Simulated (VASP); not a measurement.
# V (Im-3m) in VASP: single point with PBE

Aim: the single point of V with PBE.

Program: VASP 6.6.1. These are calculated values, not measurements. Logs are shortened: lines on timing, memory, paths and dates and some standing lists are left out, and cuts for length are marked.

**1. The cell of the first run**

It takes space group Im-3m (No. 229, cubic). The conventional cell has a = 3.001 Å, b = 3.001 Å, c = 3.001 Å, α = 90.00°, β = 90.00°, γ = 90.00°. Within 3.4 Å of V (site symmetry m-3m) lie 14 V at 2.60 to 3.00 Å.

**2. Single point, PBE**

INCAR

```
SYSTEM = V
ALGO = Normal
EDIFF = 1E-6
ENCUT = 500
GGA = PE
GGA_COMPAT = .False.
ISIF = 2
ISMEAR = 0
LASPH = .True.
LCHARG = .False.
LREAL = .False.
LWAVE = .False.
NBANDS = 12
NELM = 120
PREC = Accurate
SIGMA = 0.1
```

KPOINTS

```
k-points
0
Gamma
  10 10 10
  0 0 0
```

POSCAR

```
V
1.0
   -1.5006654681      1.5006654681      1.5006654681
    1.5006654681     -1.5006654681      1.5006654681
    1.5006654681      1.5006654681     -1.5006654681
V
1
Direct
    0.0000000000      0.0000000000      0.0000000000
```

Potentials or basis: VASP PAW PBE potentials, release 64 (V_sv).

The run is started by

```sh
$ cat potpaw_PBE.64/V_sv/POTCAR > POTCAR
$ mpirun -np 1 vasp_std > vasp.out
```

OUTCAR:

```text
SYSTEM = V
   EDIFF = 1E-6
   ENCUT = 500
   GGA = PE
   ISIF = 2
   ISMEAR = 0
   LASPH = .True.
   LREAL = .False.
   NELM = 120
   PREC = Accurate

 ion  position               nearest neighbor table
   1  0.000  0.000  0.000-

  LATTYP: Found a body centered cubic cell.
 ALAT       =     3.0013309362

  Lattice vectors:

 A1 = (  -1.5006654681,   1.5006654681,   1.5006654681)
 A2 = (   1.5006654681,  -1.5006654681,   1.5006654681)
 A3 = (   1.5006654681,   1.5006654681,  -1.5006654681)

Analysis of symmetry for initial positions (statically):
=====================================================================
 Subroutine PRICEL returns:
 Original cell was already a primitive cell.

 Routine SETGRP: Setting up the symmetry group for a
 body centered cubic supercell.

 Subroutine GETGRP returns: Found 48 space group operations
[... 9 lines left out ...]

 Routine SETGRP: Setting up the symmetry group for a
 body centered cubic supercell.

 Subroutine GETGRP returns: Found 48 space group operations
[... 11 lines left out ...]
                                     Primitive cell

  volume of cell :      13.5180

  direct lattice vectors                    reciprocal lattice vectors
    -1.500665468  1.500665468  1.500665468     0.000000000  0.333185517  0.333185517
     1.500665468 -1.500665468  1.500665468     0.333185517  0.000000000  0.333185517
     1.500665468  1.500665468 -1.500665468     0.333185517  0.333185517  0.000000000

  length of vectors
     2.599228836  2.599228836  2.599228836     0.471195477  0.471195477  0.471195477

  position of ions in fractional coordinates (direct lattice)
     0.000000000  0.000000000  0.000000000

  ion indices of the primitive-cell ions
   primitive index   ion index
                 1           1

----------------------------------------------------------------------------------------

 KPOINTS: k-points

Automatic generation of k-mesh.
 Grid dimensions read from file:
 generate k-points for:   10   10   10

 Generating k-lattice:

  Cartesian coordinates                     Fractional coordinates (reciprocal lattice)
     0.000000000  0.033318552  0.033318552     0.100000000  0.000000000  0.000000000
     0.033318552  0.000000000  0.033318552     0.000000000  0.100000000  0.000000000
     0.033318552  0.033318552  0.000000000     0.000000000  0.000000000  0.100000000

  Length of vectors
     0.047119548  0.047119548  0.047119548

  Shift w.r.t. Gamma in fractional coordinates (k-lattice)
     0.000000000  0.000000000  0.000000000

 Subroutine IBZKPT returns following result:
 ===========================================

 Found     47 irreducible k-points:

 Following reciprocal coordinates:
            Coordinates               Weight
  0.000000  0.000000  0.000000      1.000000
  0.100000  0.000000  0.000000     12.000000
  0.200000  0.000000  0.000000     12.000000
  0.300000  0.000000  0.000000     12.000000
  0.400000  0.000000  0.000000     12.000000
  0.500000  0.000000  0.000000      6.000000
[... 16 lines left out ...]
  0.300000  0.300000  0.100000      8.000000
 -0.300000  0.300000  0.100000     24.000000
 [... further k-points ...]
   k-points           NKPTS =     47   k-points in BZ     NKDIM =     47   number of bands    NBANDS=     12
   number of dos      NEDOS =    301   number of ions     NIONS =      1
   total plane-waves  NPLWV =   8000
   dimension x,y,z NGX =    20 NGY =   20 NGZ =   20
   dimension x,y,z NGXF=    40 NGYF=   40 NGZF=   40
   ions per type =               1
   NGX,Y,Z   is equivalent  to a cutoff of  12.79, 12.79, 12.79 a.u.
   NGXF,Y,Z  is equivalent  to a cutoff of  25.58, 25.58, 25.58 a.u.
 SYSTEM =  V
   PREC   = accura    normal or accurate (medium, high low for compatibility)
   ISTART =      0    job   : 0-new  1-cont  2-samecut
   ICHARG =      2    charge: 1-file 2-atom 10-const
   ISPIN  =      1    spin polarized calculation?
   LNONCOLLINEAR =      F non collinear calculations
   LSORBIT =      F    spin-orbit coupling
   LASPH  =      T    aspherical Exc in radial PAW
   ENCUT  =  500.0 eV  36.75 Ry    6.06 a.u.   4.74  4.74  4.74*2*pi/ulx,y,z
   NELM   =    120;   NELMIN=  2; NELMDL= -5     # of ELM steps
   EDIFF  = 0.1E-05   stopping-criterion for ELM
   LREAL  =      F    real-space projection
   EDIFFG = 0.1E-04   stopping-criterion for IOM
   NSW    =      0    number of steps for IOM
   IBRION =     -1    ionic relax: 0-MD 1-quasi-New 2-CG
   NFREE  =      0    steps in history (QN), initial steepest desc. (CG)
   ISIF   =      2    stress and relaxation
   ISYM   =      2    0-nonsym 1-usesym 2-fastsym
   POTIM  = 0.5000    time-step for ionic-motion
   TEBEG  =    0.0;   TEEND  =   0.0 temperature during run
   PSTRESS=    0.0 pullay stress
   NELECT =      13.0000    total number of electrons
   NUPDOWN=      -1.0000    fix difference up-down
   EMIN   =  10.00;   EMAX   =-10.00  energy-range for DOS
   EFERMI =   0.00;   METHOD = LEGACY
   ISMEAR =     0;   SIGMA  =   0.10  broadening in eV -4-tet -1-fermi 0-gaus
   EFERMI_NEDOS =   21; number of points for ismear=-14 and -15
   IALGO  =     38    algorithm
   IMIX   =      4    mixing-type and parameters
     AMIX     =   0.40;   BMIX     =  1.00
     AMIX_MAG =   1.60;   BMIX_MAG =  1.00
  volume/ion in A,a.u.               =      13.52        91.22
  Fermi-wavevector in a.u.,A,eV,Ry     =   1.615916  3.053638 35.527314  2.611184
  Thomas-Fermi vector in A             =   2.710586
   LORBIT       =      0    0 simple, 1 ext, 2 COOP (PROOUT), +10 PAW based schemes
   GGA     = PE    functional components
   LHFCALC =     F    Hartree Fock is set to
   AEXX    =    0.0000 exact exchange contribution
   IVDW    =     0    specifies the selected vdW correction
   LEPSILON=     F    determine dielectric tensor
   LRPA    =     F    only Hartree local field effects (RPA)
 non-spin polarized calculation
 Gauss-broadening in eV      SIGMA  =   0.10
  energy-cutoff  :      500.00
  volume of cell :       13.52
 maximum number of plane-waves:       370
   NGX =  9   NGY =  9   NGZ =  9

 number of electron      12.9999990 magnetization

 Free energy of the ion-electron system (eV)
  ---------------------------------------------------
  ext. energy  EPLUGINS =         0.00000000
  ---------------------------------------------------
  free energy    TOTEN  =        -8.99543085 eV

  energy without entropy =       -8.98664082  energy(sigma->0) =       -8.99103584

 E-fermi :   9.6477     XC(G=0): -12.8916

 val. band max:        9.6198906725   @ k =   0.3000   0.0000   0.0000
 cond. band min:       9.6582647577   @ k =   0.1000   0.1000   0.0000
 fundamental gap:      0.0383740852
 Fermi energy:         9.6477003889

 k-point     1 :       0.0000    0.0000    0.0000
  band No.  band energies     occupation
      1     -54.1116      2.00000
      2     -27.4160      2.00000
      3     -27.4160      2.00000
      4     -27.4160      2.00000
      5       3.0826      2.00000
      6      10.0396      0.00000
      7      10.0396      0.00000
      8      10.0396      0.00000
      9      12.0364      0.00000
     10      12.0364      0.00000
     11      30.1247      0.00000
     12      30.1247      0.00000

 k-point     2 :       0.1000    0.0000    0.0000
  band No.  band energies     occupation
      1     -54.0933      2.00000
      2     -27.5044      2.00000
      3     -27.4432      2.00000
      4     -27.4168      2.00000
      5       3.4801      2.00000
      6       9.8739      0.00138
      7       9.9945      0.00000
      8      10.3225      0.00000
      9      11.8626      0.00000
     10      12.0484      0.00000
     11      29.3914      0.00000
     12      30.0077      0.00000

 k-point     3 :       0.2000    0.0000    0.0000
  band No.  band energies     occupation
      1     -54.0452      2.00000
      2     -27.7314      2.00000
      3     -27.5133      2.00000
      4     -27.4185      2.00000
      5       4.5551      2.00000
      6       9.4632      1.99093
      7       9.7563      0.12442
      8      11.1123      0.00000
      9      11.6811      0.00000
     10      12.1002      0.00000
     11      27.2173      0.00000
     12      29.0276      0.00000

 k-point     4 :       0.3000    0.0000    0.0000
  band No.  band energies     occupation
      1     -53.9851      2.00000
      2     -28.0049      2.00000
      3     -27.5990      2.00000
      4     -27.4206      2.00000
      5       5.8328      2.00000
      6       8.9947      2.00000
      7       9.6199      1.30589
      8      11.8037      0.00000
      9      12.2072      0.00000
     10      12.2164      0.00000
     11      24.1160      0.00000
     12      27.3583      0.00000

 k-point     5 :       0.4000    0.0000    0.0000
  band No.  band energies     occupation
      1     -53.9360      2.00000
      2     -28.2210      2.00000
      3     -27.6675      2.00000
      4     -27.4223      2.00000
      5       6.4347      2.00000
      6       8.6423      2.00000
      7      10.4485      0.00000
      8      12.0039      0.00000
      9      12.3330      0.00000
     10      13.2611      0.00000
     11      21.1497      0.00000
     12      26.0221      0.00000

 k-point     6 :       0.5000    0.0000    0.0000
  band No.  band energies     occupation
      1     -53.9172      2.00000
      2     -28.3023      2.00000
      3     -27.6935      2.00000
      4     -27.4229      2.00000
      5       6.4863      2.00000
      6       8.5132      2.00000
      7      11.2867      0.00000
      8      12.0353      0.00000
      9      12.3915      0.00000
     10      13.7118      0.00000
     11      19.7597      0.00000
     12      25.5270      0.00000

 k-point     7 :       0.1000    0.1000    0.0000
  band No.  band energies     occupation
      1     -54.0601      2.00000
      2     -27.6600      2.00000
      3     -27.4738      2.00000
      4     -27.4378      2.00000
      5       4.2237      2.00000
      6       9.6583      0.88124
      7       9.7342      0.22101
      8      10.9094      0.00000
      9      11.6277      0.00000
     10      12.1329      0.00000
     11      28.2044      0.00000
     12      29.1454      0.00000

 k-point     8 :       0.2000    0.1000    0.0000
  band No.  band energies     occupation
      1     -54.0059      2.00000
      2     -27.8946      2.00000
      3     -27.5591      2.00000
      4     -27.4479      2.00000
      5       5.4705      2.00000
      6       9.2134      2.00000
      7       9.4053      1.99939
      8      11.5683      0.00000
      9      11.9399      0.00000
     10      12.2785      0.00000
     11      25.7850      0.00000
     12      27.4713      0.00000
[... 166 lines left out ...]
 k-point    20 :       0.2000    0.2000    0.1000
  band No.  band energies     occupation
      1     -53.9318      2.00000
      2     -28.1212      2.00000
      3     -27.6844      2.00000
      4     -27.5549      2.00000
      5       7.5742      2.00000
      6       8.4992      2.00000
      7       8.7233      2.00000
      8      12.1166      0.00000
      9      12.3561      0.00000
     10      14.8720      0.00000
     11      22.8226      0.00000
     12      23.3162      0.00000

 k-point    21 :       0.3000    0.2000    0.1000
  band No.  band energies     occupation
      1     -53.9087      2.00000
      2     -28.1176      2.00000
      3     -27.8089      2.00000
      4     -27.5764      2.00000
      5       7.7634      2.00000
      6       8.4021      2.00000
      7       9.2118      2.00000
      8      12.2446      0.00000
      9      12.4309      0.00000
     10      16.5653      0.00000
     11      20.2273      0.00000
     12      22.3692      0.00000

 k-point    22 :      -0.2000    0.2000    0.1000
  band No.  band energies     occupation
      1     -54.0287      2.00000
      2     -27.7328      2.00000
      3     -27.5421      2.00000
      4     -27.4857      2.00000
      5       4.8978      2.00000
      6       9.7148      0.34237
      7       9.8286      0.01053
      8      11.0319      0.00000
      9      11.0385      0.00000
     10      12.4385      0.00000
     11      27.2927      0.00000
     12      29.0929      0.00000

 k-point    23 :       0.3000    0.3000    0.1000
  band No.  band energies     occupation
      1     -53.9015      2.00000
      2     -27.9744      2.00000
      3     -27.9744      2.00000
      4     -27.6032      2.00000
      5       8.0030      2.00000
      6       8.7488      2.00000
      7       8.7488      2.00000
      8      12.3765      0.00000
      9      12.3765      0.00000
     10      18.8268      0.00000
     11      18.8268      0.00000
     12      20.7136      0.00000

 k-point    24 :      -0.3000    0.3000    0.1000
  band No.  band energies     occupation
      1     -53.9704      2.00000
      2     -27.9922      2.00000
      3     -27.6293      2.00000
      4     -27.4846      2.00000
      5       6.1323      2.00000
      6       9.2849      2.00000
      7       9.4277      1.99814
      8      11.3037      0.00000
      9      12.1450      0.00000
     10      12.6302      0.00000
     11      24.3390      0.00000
     12      27.3651      0.00000

 [... further k-points ...]
[... 5 lines left out ...]
  --------------------------------------------------------------------------------------
  -------------------------------------------------------------------------------------
  Total        0.0217252      0.0217252      0.0217252     -0.0000000     -0.0000000      0.0000000
  in kB        2.5749110      2.5749110      2.5749110     -0.0000000     -0.0000000      0.0000000
  external PRESSURE =       2.5749110 kB  Pullay stress =       0.0000000 kB

 VOLUME and BASIS-vectors are now :
 -----------------------------------------------------------------------------
  energy-cutoff  :      500.00
  volume of cell :       13.52
      direct lattice vectors                 reciprocal lattice vectors
    -1.500665468  1.500665468  1.500665468     0.000000000  0.333185517  0.333185517
     1.500665468 -1.500665468  1.500665468     0.333185517  0.000000000  0.333185517
     1.500665468  1.500665468 -1.500665468     0.333185517  0.333185517  0.000000000

 POSITION                                       TOTAL-FORCE (eV/Angst)
 -----------------------------------------------------------------------------------
      0.00000      0.00000      0.00000        -0.000000      0.000000     -0.000000
 -----------------------------------------------------------------------------------
    total drift:                                0.000000     -0.000000      0.000000

  FREE ENERGIE OF THE ION-ELECTRON SYSTEM (eV)
  ---------------------------------------------------
  free  energy   TOTEN  =        -8.9954308475 eV

  energy  without entropy=       -8.9866408241  energy(sigma->0) =       -8.99103584
```

Run time: 21 s. Hardware: 1 thread of AMD EPYC 7R13, shared host; peak memory 0.09 GiB.

What came out:

```yaml
Free_energy: -8.9954 eV
Pressure: 0.3 GPa
```
